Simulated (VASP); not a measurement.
**Co: single point with r2SCAN+U**

The system is Co.

```
CELL_PARAMETERS angstrom
2.50740 0.00000 0.00000
-1.25370 2.17147 0.00000
0.00000 0.00000 4.06990
ATOMIC_POSITIONS crystal
Co 0.33333 0.66667 0.25000
Co 0.66667 0.33333 0.75000
```

- Program: VASP 6.6.1
- Task: single point
- Functional: r2SCAN
- Potentials or basis: VASP PAW PBE potentials, release 64 (Co)
- Cutoff: 520 eV
- k mesh: 14 × 14 × 8
- Occupations: methfessel-paxton, width 0.15 eV
- Spin: collinear spin, ferromagnetic start
- Starting moments: [3.0, 3.0] μB
- Hubbard terms: Co d U = 1.3 eV

* Pressure: -9.2 GPa
* Net moment: 3.60 μB per cell
* Site moments: Co +1.89 μB
* Valence electrons inside the program's atomic spheres: Co 8.27

Stress tensor (GPa, compression positive):
```
-10.74   0.00   0.00
  0.00 -10.74   0.00
  0.00   0.00  -6.22
```

Levels at points of the mesh, in eV from the Fermi level:
Spin up:
```csv
k point,band 9,band 10,band 11,band 12,band 13,band 14
"(0.00, 0.00, 0.00)",-3.37,-2.34,-2.34,-0.28,5.66,22.47
"(0.50, 0.00, 0.00)",-2.12,-1.98,0.58,2.69,9.40,10.19
"(0.00, 0.00, 0.50)",-2.62,-2.62,-2.62,-2.62,14.67,14.67
"(0.50, 0.00, 0.50)",-2.03,-2.03,1.31,1.31,6.65,6.65
```
Spin down:
| k point | band 5 | band 6 | band 7 | band 8 | band 9 | band 10 |
| --- | --- | --- | --- | --- | --- | --- |
| (0.00, 0.00, 0.00) | -0.88 | -0.88 | -0.50 | -0.50 | 0.14 | 0.14 |
| (0.50, 0.00, 0.00) | -0.94 | -0.85 | -0.70 | 1.33 | 1.50 | 1.63 |
| (0.00, 0.00, 0.50) | -0.92 | -0.92 | -0.91 | -0.91 | 1.00 | 1.00 |
| (0.50, 0.00, 0.50) | -0.11 | -0.11 | 0.22 | 0.22 | 1.44 | 1.44 |

Eigenvalues of the final occupation matrices:
| site | spin | trace | eigenvalues |
| --- | --- | --- | --- |
| site 1 d | 1 | 4.63 | 0.92 0.92 0.92 0.93 0.93 |
| site 1 d | 2 | 2.63 | 0.49 0.49 0.54 0.54 0.57 |
| site 2 d | 1 | 4.63 | 0.92 0.92 0.92 0.93 0.93 |
| site 2 d | 2 | 2.63 | 0.49 0.49 0.54 0.54 0.57 |

Wall time 6.1 min on 1 thread of Intel(R) Xeon(R) Platinum 8488C (Sapphire Rapids) (shared host), peak memory 0.21 GiB.

Caveat: the cell stands under tension; the PAW data sets were made with another functional, which shifts forces and pressure a little; the U is typed as a test and isn't derived for this compound. The state reached can hang on the start; a lower one may exist.
